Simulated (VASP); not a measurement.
# MnF2 (P4_2/mnm) in VASP: single point with PBE

Aim: the single point of MnF2 with PBE.

Everything below comes from runs of VASP 6.6.1. Logs are shortened: lines on timing, memory, paths and dates and some standing lists are left out, and cuts for length are marked.

### Step 1. The cell of the first run

The structure is tetragonal, space group P4_2/mnm (No. 136). The conventional cell has a = 4.874 Å, b = 4.874 Å, c = 3.311 Å, α = 90.00°, β = 90.00°, γ = 90.00°. Within 2.8 Å of Mn (site symmetry mmm) lie 6 F at 2.10 to 2.13 Å. Within 2.8 Å of F (site symmetry m2m) lie 3 Mn at 2.10 to 2.13 Å and 1 F at 2.68 Å.

### Step 2. Single point, PBE, collinear spin, antiferromagnetic start

Input file INCAR:

```
SYSTEM = MnF2
ALGO = Normal ; EDIFF = 1E-6
ENCUT = 600 ; GGA = PE
GGA_COMPAT = .False. ; ISIF = 2
ISMEAR = 0 ; ISPIN = 2
LASPH = .True. ; LCHARG = .False.
LMAXMIX = 4 ; LORBIT = 11
LREAL = .False. ; LWAVE = .False.
MAGMOM = 4.56 -4.56 0 0 0 0 ; NBANDS = 40
NELM = 200 ; PREC = Accurate
SIGMA = 0.02
```

Input file KPOINTS:

```
k-points
0
Gamma
  6 6 8
  0 0 0
```

Input file POSCAR:

```
MnF2
1.0
    4.8738000000      0.0000000000      0.0000000000
    0.0000000000      4.8738000000      0.0000000000
    0.0000000000      0.0000000000      3.3107000000
Mn F
2 4
Direct
    0.0000000000      0.0000000000      0.0000000000
    0.5000000000      0.5000000000      0.5000000000
    0.3053000000      0.3053000000      0.0000000000
    0.1947000000      0.8053000000      0.5000000000
    0.6947000000      0.6947000000      0.0000000000
    0.8053000000      0.1947000000      0.5000000000
```

Potentials or basis: VASP PAW PBE potentials, release 64 (Mn_pv, F).

Launch:

```sh
$ cat potpaw_PBE.64/Mn_pv/POTCAR potpaw_PBE.64/F/POTCAR > POTCAR
$ mpirun -np 1 vasp_std > vasp.out
```

OUTCAR:

```text
SYSTEM = MnF2
   EDIFF = 1E-6
   ENCUT = 600
   GGA = PE
   ISIF = 2
   ISMEAR = 0
   ISPIN = 2
   LASPH = .True.
   LORBIT = 11
   LREAL = .False.
   NELM = 200
   PREC = Accurate

 ion  position               nearest neighbor table
   1  0.000  0.000  0.000-   3 2.10   5 2.10   4 2.13   6 2.13   4 2.13   6 2.13
   2  0.500  0.500  0.500-   4 2.10   6 2.10   5 2.13   3 2.13   3 2.13   5 2.13
   3  0.305  0.305  0.000-   1 2.10   2 2.13   2 2.13
   4  0.195  0.805  0.500-   2 2.10   1 2.13   1 2.13
   5  0.695  0.695  0.000-   1 2.10   2 2.13   2 2.13
   6  0.805  0.195  0.500-   2 2.10   1 2.13   1 2.13

  LATTYP: Found a simple tetragonal cell.
 ALAT       =     4.8738000000
 C/A-ratio  =     0.6792851574

  Lattice vectors:

 A1 = (   4.8738000000,   0.0000000000,   0.0000000000)
 A2 = (   0.0000000000,   4.8738000000,   0.0000000000)
 A3 = (   0.0000000000,   0.0000000000,   3.3107000000)

Analysis of symmetry for initial positions (statically):
=====================================================================
 Subroutine PRICEL returns:
 Original cell was already a primitive cell.

 Routine SETGRP: Setting up the symmetry group for a
 simple tetragonal supercell.

 Subroutine GETGRP returns: Found 16 space group operations
 (whereof  8 operations were pure point group operations)
 out of a pool of 16 trial point group operations.

The static configuration has the point symmetry D_2h.
 The point group associated with its full space group is D_4h.

Analysis of symmetry for dynamics (positions and initial velocities):
=====================================================================
 Subroutine PRICEL returns:
 Original cell was already a primitive cell.

 Routine SETGRP: Setting up the symmetry group for a
 simple tetragonal supercell.

 Subroutine GETGRP returns: Found 16 space group operations
 (whereof  8 operations were pure point group operations)
 out of a pool of 16 trial point group operations.

The dynamic configuration has the point symmetry D_2h.
 The point group associated with its full space group is D_4h.

Analysis of structural, dynamic, and magnetic symmetry:
=====================================================================
 Subroutine PRICEL returns:
 Original cell was already a primitive cell.

 Routine SETGRP: Setting up the symmetry group for a
 simple tetragonal supercell.

 Subroutine GETGRP returns: Found 16 space group operations
 (whereof  8 operations were pure point group operations)
 out of a pool of 16 trial point group operations.

The overall configuration has the point symmetry D_2h.
 The point group associated with its full space group is D_4h.

 Subroutine INISYM returns: Found 16 space group operations
 (whereof  8 operations are pure point group operations),
 and found     1 'primitive' translations

----------------------------------------------------------------------------------------

                                     Primitive cell

  volume of cell :      78.6421

  direct lattice vectors                    reciprocal lattice vectors
     4.873800000  0.000000000  0.000000000     0.205178711  0.000000000  0.000000000
     0.000000000  4.873800000  0.000000000     0.000000000  0.205178711  0.000000000
     0.000000000  0.000000000  3.310700000     0.000000000  0.000000000  0.302050926

  length of vectors
     4.873800000  4.873800000  3.310700000     0.205178711  0.205178711  0.302050926

  position of ions in fractional coordinates (direct lattice)
     0.000000000  0.000000000  0.000000000
     0.500000000  0.500000000  0.500000000
     0.305300000  0.305300000  0.000000000
     0.194700000  0.805300000  0.500000000
     0.694700000  0.694700000  0.000000000
     0.805300000  0.194700000  0.500000000

  ion indices of the primitive-cell ions
   primitive index   ion index
                 1           1
                 2           2
                 3           3
                 4           4
                 5           5
[... 32 lines left out ...]
  0.333333  0.000000  0.000000      4.000000
  0.500000  0.000000  0.000000      2.000000
  0.166667  0.166667  0.000000      4.000000
  0.333333  0.166667  0.000000      8.000000
[... 16 lines left out ...]
  0.333333  0.000000  0.250000      8.000000
  0.500000  0.000000  0.250000      4.000000
 [... further k-points ...]
   k-points           NKPTS =     50   k-points in BZ     NKDIM =     50   number of bands    NBANDS=     40
   number of dos      NEDOS =    301   number of ions     NIONS =      6
   total plane-waves  NPLWV =  44800
   dimension x,y,z NGX =    40 NGY =   40 NGZ =   28
   dimension x,y,z NGXF=    80 NGYF=   80 NGZF=   56
   ions per type =               2   4
   NGX,Y,Z   is equivalent  to a cutoff of  13.64, 13.64, 14.06 a.u.
   NGXF,Y,Z  is equivalent  to a cutoff of  27.29, 27.29, 28.12 a.u.
 SYSTEM =  MnF2
   PREC   = accura    normal or accurate (medium, high low for compatibility)
   ISTART =      0    job   : 0-new  1-cont  2-samecut
   ICHARG =      2    charge: 1-file 2-atom 10-const
   ISPIN  =      2    spin polarized calculation?
   LNONCOLLINEAR =      F non collinear calculations
   LSORBIT =      F    spin-orbit coupling
   LASPH  =      T    aspherical Exc in radial PAW
   ENCUT  =  600.0 eV  44.10 Ry    6.64 a.u.   9.73  9.73  6.61*2*pi/ulx,y,z
   NELM   =    200;   NELMIN=  2; NELMDL= -5     # of ELM steps
   EDIFF  = 0.1E-05   stopping-criterion for ELM
   LREAL  =      F    real-space projection
   EDIFFG = 0.1E-04   stopping-criterion for IOM
   NSW    =      0    number of steps for IOM
   IBRION =     -1    ionic relax: 0-MD 1-quasi-New 2-CG
   NFREE  =      0    steps in history (QN), initial steepest desc. (CG)
   ISIF   =      2    stress and relaxation
   ISYM   =      2    0-nonsym 1-usesym 2-fastsym
   POTIM  = 0.5000    time-step for ionic-motion
   TEBEG  =    0.0;   TEEND  =   0.0 temperature during run
   PSTRESS=    0.0 pullay stress
   NELECT =      54.0000    total number of electrons
   NUPDOWN=      -1.0000    fix difference up-down
   EMIN   =  10.00;   EMAX   =-10.00  energy-range for DOS
   EFERMI =   0.00;   METHOD = LEGACY
   ISMEAR =     0;   SIGMA  =   0.02  broadening in eV -4-tet -1-fermi 0-gaus
   EFERMI_NEDOS =   21; number of points for ismear=-14 and -15
   IALGO  =     38    algorithm
   IMIX   =      4    mixing-type and parameters
     AMIX     =   0.40;   BMIX     =  1.00
     AMIX_MAG =   1.60;   BMIX_MAG =  1.00
  volume/ion in A,a.u.               =      13.11        88.45
  Fermi-wavevector in a.u.,A,eV,Ry     =   1.444290  2.729312 28.381385  2.085973
  Thomas-Fermi vector in A             =   2.562601
   LORBIT       =     11    0 simple, 1 ext, 2 COOP (PROOUT), +10 PAW based schemes
   GGA     = PE    functional components
   LHFCALC =     F    Hartree Fock is set to
   AEXX    =    0.0000 exact exchange contribution
   IVDW    =     0    specifies the selected vdW correction
   LEPSILON=     F    determine dielectric tensor
   LRPA    =     F    only Hartree local field effects (RPA)
 spin polarized calculation
 Gauss-broadening in eV      SIGMA  =   0.02
  energy-cutoff  :      600.00
  volume of cell :       78.64
 maximum number of plane-waves:      2644
 NGX is ok and might be reduce to    40
   NGX = 19   NGY = 19   NGZ = 13

 number of electron      54.0000034 magnetization       0.0000000

 number of electron      54.0000034 magnetization      -0.0000000

 Free energy of the ion-electron system (eV)
  ---------------------------------------------------
  ext. energy  EPLUGINS =         0.00000000
  ---------------------------------------------------
  free energy    TOTEN  =       -39.42483018 eV

  energy without entropy =      -39.42483018  energy(sigma->0) =      -39.42483018

 E-fermi :   2.8558     XC(G=0):  -9.7536

 val. band max:        2.7696562892   @ k =   0.5000   0.0000   0.0000
 cond. band min:       4.9595853105   @ k =   0.0000   0.0000   0.0000
 fundamental gap:      2.1899290214
 Fermi energy:         2.8557522756

 spin component 1

 k-point     1 :       0.0000    0.0000    0.0000
  band No.  band energies     occupation
      1     -46.7357      1.00000
      2     -46.6713      1.00000
      3     -46.6588      1.00000
      4     -41.8136      1.00000
      5     -41.7526      1.00000
      6     -41.7397      1.00000
[... 997 lines left out ...]
     38      13.9785      0.00000
     39      14.4584      0.00000

 [... further k-points ...]

 spin component 2

 k-point     1 :       0.0000    0.0000    0.0000
  band No.  band energies     occupation
      1     -46.7357      1.00000
      2     -46.6713      1.00000
      3     -46.6588      1.00000
      4     -41.8136      1.00000
      5     -41.7526      1.00000
      6     -41.7397      1.00000
[... 997 lines left out ...]
     38      13.9785      0.00000
     39      14.4584      0.00000

 [... further k-points ...]

 [bands above 39 left out]

------------------------ aborting loop because EDIFF is reached ----------------------------------------

  FORCE on cell =-STRESS in cart. coord.  units (eV):
  Direction    XX          YY          ZZ          XY          YZ          ZX
  --------------------------------------------------------------------------------------
  -------------------------------------------------------------------------------------
  Total        1.2248529      1.2248529      1.3071831     -0.0000000      0.0000000      0.0000000
  in kB       24.9539491     24.9539491     26.6312634     -0.0000000      0.0000000      0.0000000
  external PRESSURE =      25.5130539 kB  Pullay stress =       0.0000000 kB

 VOLUME and BASIS-vectors are now :
 -----------------------------------------------------------------------------
  energy-cutoff  :      600.00
  volume of cell :       78.64
      direct lattice vectors                 reciprocal lattice vectors
     4.873800000  0.000000000  0.000000000     0.205178711  0.000000000  0.000000000
     0.000000000  4.873800000  0.000000000     0.000000000  0.205178711  0.000000000
     0.000000000  0.000000000  3.310700000     0.000000000  0.000000000  0.302050926

 POSITION                                       TOTAL-FORCE (eV/Angst)
 -----------------------------------------------------------------------------------
      0.00000      0.00000      0.00000         0.000000      0.000000      0.000000
      2.43690      2.43690      1.65535         0.000000      0.000000      0.000000
      1.48797      1.48797      0.00000        -0.075290     -0.075290     -0.000000
      0.94893      3.92487      1.65535         0.075290     -0.075290      0.000000
      3.38583      3.38583      0.00000         0.075290      0.075290      0.000000
      3.92487      0.94893      1.65535        -0.075290      0.075290      0.000000
 -----------------------------------------------------------------------------------
    total drift:                               -0.000000     -0.000000     -0.000000

  FREE ENERGIE OF THE ION-ELECTRON SYSTEM (eV)
  ---------------------------------------------------
  free  energy   TOTEN  =       -39.4248301835 eV

  energy  without entropy=      -39.4248301835  energy(sigma->0) =      -39.42483018

 total charge

# of ion       s       p       d       tot
------------------------------------------
    1        0.162   6.144   4.960  11.265
    2        0.162   6.144   4.960  11.265
    3        1.731   4.367   0.000   6.097
    4        1.731   4.367   0.000   6.097
    5        1.731   4.367   0.000   6.097
    6        1.731   4.367   0.000   6.097
--------------------------------------------------
tot          7.247  29.754   9.919  46.920

 magnetization (x)

# of ion       s       p       d       tot
------------------------------------------
    1        0.017   0.016   4.504   4.537
    2       -0.017  -0.016  -4.504  -4.537
    3       -0.002  -0.025   0.000  -0.027
    4        0.002   0.025   0.000   0.027
    5       -0.002  -0.025   0.000  -0.027
    6        0.002   0.025   0.000   0.027
--------------------------------------------------
tot          0.000   0.000   0.000   0.000
```

It took 7.8 min on 1 thread of Intel Xeon 8259CL, shared host; peak memory 0.41 GiB.

What came out:

```
Free energy                                           : -39.4248 eV
Pressure                                              : 2.6 GPa
Largest force                                         : 0.106 eV/Å
Band gap on the k mesh                                : 2.19 eV (least direct gap 2.25 eV)
Net moment                                            : 0.00 μB per cell
Site moments                                          : Mn +4.54, -4.54; F -0.03, +0.03 (each value once) μB
Valence electrons inside the program's atomic spheres : Mn 11.27; F 6.10
```

Forces on the atoms (eV/Å):
```
Mn   0.000  0.000  0.000
Mn   0.000  0.000  0.000
F   -0.075 -0.075  0.000
F    0.075 -0.075  0.000
F    0.075  0.075  0.000
F   -0.075  0.075  0.000
```

Stress tensor (GPa, compression positive):
```
2.50 0.00 0.00
0.00 2.50 0.00
0.00 0.00 2.66
```

A k mesh can miss the band edges. Expect the measured gap to be larger: semilocal functionals such as PBE lack the derivative discontinuity.
